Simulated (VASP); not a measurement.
A run of VASP 6.6.1 is set up as follows.

The input INCAR:

```
  PREC = Accurate
  ENCUT = 520
  EDIFF = 1E-6
  ISMEAR = 0
  SIGMA = 0.1
  LREAL = False
  LASPH = True
  NELM = 150
  ALGO = Normal
  ISIF = 2
  LWAVE = False
  LCHARG = False
  ISPIN = 2
  MAGMOM = 2.42 0.11
  LORBIT = 11
  NUPDOWN = 2.62
  LMAXMIX = 4
  GGA = PE
  NBANDS = 23
```

The input KPOINTS:

```
regular mesh
0
Gamma
  12 12 12
```

POSCAR

```
YV
1.0
    3.6142622652      0.0000000000      0.0000000000
    0.0000000000      3.6142622652      0.0000000000
    0.0000000000      0.0000000000      3.6142622652
V Y
1 1
Direct
    0.0000000000      0.0000000000      0.0000000000
    0.5000000000      0.5000000000      0.5000000000
```

Potentials or basis: VASP PAW PBE potentials, release 64 (V_sv, Y_sv).

Launch:

```bash
$ cat potpaw_PBE.64/V_sv/POTCAR potpaw_PBE.64/Y_sv/POTCAR > POTCAR
$ mpirun -np 1 vasp_std > vasp.out
```

(1) Estimate the pressure.

## Answers

(1) -2.1 GPa.

Caveat: the total moment is fixed, so each spin has its own Fermi level.
